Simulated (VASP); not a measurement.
Runs of VASP 6.6.1 on ZrO2 (Cubic zirconia). The structure is that of space group Fm-3m (No. 225), or close to it. The cells are those of the table. 

```csv
cell,gap on the mesh (eV),pressure (GPa)
"a = 3.678 Å, angles 60.0°, 3 atoms",(b),-10.5
"a = 3.585 Å, angles 60.0°, 3 atoms",3.39,6.9
"a = 3.632 Å, angles 60.0°, 3 atoms",(a),-2.7
"a = 3.537 Å, angles 60.0°, 3 atoms",3.50,18.6
"a = 3.487 Å, angles 60.0°, 3 atoms",3.61,33.1
```

Alike in all rows: task single point; level PBE; potentials or basis VASP PAW PBE potentials, release 64 (Zr_sv, O); no spin polarisation; k mesh 6 × 6 × 6; cutoff (eV) 600; smearing gaussian 0.01 eV.

**Question.** Estimate the missing entries.

**Answer.** (a) 3.28; (b) 3.17.

A k mesh can miss the band edges, and the runs leave out spin-orbit coupling on Zr.
